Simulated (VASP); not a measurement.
Wanted: the native input for a VASP 6.6.1 run.

| Quantity | Value |
| --- | --- |
| Task | single point |
| Functional | PBE |
| Potentials or basis | VASP PAW PBE potentials, release 64 (Fe_sv) |
| Cutoff | 600 eV |
| k mesh | 6 × 6 × 4 |
| Occupations | gaussian, width 0.272114 eV |
| Spin | collinear spin, antiferromagnetic start |
| Starting moments | [-1.82, 1.82] μB |
| Dipole correction | no |
| Second run | valence_matched |
| Further INCAR settings | ALGO = Normal; EDIFF = 1e-06; NBANDS = 27 |

The structure of Fe lies in POSCAR:

```
Fe
1.0
    1.7000753688     -1.7262356591      0.0000000000
    1.7000753688      1.7262356591      0.0000000000
    0.0000000000      0.0000000000      3.7097032485
Fe
2
Direct
    0.5000000000      0.5000000000      0.5000000000
    0.0000000000      0.0000000000      0.0000000000
```

These files were run (other wordings do the same):

INCAR

```
PREC = Accurate
ENCUT = 600
EDIFF = 1E-6
ISMEAR = 0
SIGMA = 0.27211386245988
LREAL = False
LASPH = True
NELM = 200
ALGO = Normal
ISIF = 2
LWAVE = False
LCHARG = False
ISPIN = 2
MAGMOM = -1.82 1.82
LORBIT = 11
LMAXMIX = 4
GGA = PE
NBANDS = 27
GGA_COMPAT = False
```

KPOINTS

```
regular mesh
0
Gamma
  6 6 4
```

Potentials or basis: VASP PAW PBE potentials, release 64 (Fe_sv).

Run with:

```sh
$ cat potpaw_PBE.64/Fe_sv/POTCAR > POTCAR
$ mpirun -np 1 vasp_std > vasp.out
```

Results of the run:

The pressure is -3.9 GPa. The band gap on the k mesh is zero (filled and empty bands overlap). The net moment is 0.00 μB per cell, the site moments are Fe -1.61, +1.61 μB and the valence electrons inside the program's atomic spheres are Fe 13.75.

Caveat: the k points lie up to 0.43 Å⁻¹ apart.

Run time: 34 s on 1 thread of AMD EPYC 7R13 Processor (Zen 3), on a shared host, peak memory 0.13 GiB.
